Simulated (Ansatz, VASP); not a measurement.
## LuSc2N3 in VASP and in Ansatz

```
CELL_PARAMETERS angstrom
2.95216 1.70443 3.13504
-2.95216 1.70443 3.13504
0.00000 -3.40886 3.13504
ATOMIC_POSITIONS crystal
Lu 0.50000 0.50000 0.50000
Sc 0.20603 0.20603 0.20603
Sc 0.79397 0.79397 0.79397
N 0.00000 0.50000 0.50000
N 0.50000 0.50000 0.00000
N 0.50000 0.00000 0.50000
```

Change from the starting cell: species swapped into the Eu2Al3Ag type (R-3m, No. 166).

Alike in both runs: functional PBE; k mesh 12 × 12 × 12; occupations gaussian, width 0.1 eV; no spin polarisation.

Ansatz relaxed the structure, and its values are those at the end. VASP's run is a single point on that final structure, the one shown.

```csv
,VASP,Ansatz
version,VASP 6.6.1,Ansatz 0.2.0
potentials or method,"VASP PAW PBE potentials, release 64 (Lu, Sc_sv, N), cutoff 520 eV","scalar-relativistic, plane waves, PAW"
valence electrons in the cell,62,62
```

Ansatz gave:

```
gap on the k mesh at the Fermi level (eV) : none
pressure (GPa)                            : 0.0
rms of the force components (eV/Å)        : 0.000
```

Which values does VASP return?

gap on the k mesh at the Fermi level (eV): none; pressure (GPa): 0.7; rms of the force components (eV/Å): 0.038.

A gap of «none» marks a metal or a gap that the smearing closes. With one functional, cell and mesh, what is left measures potentials, basis and numerics.

Neither program's run includes spin-orbit coupling.
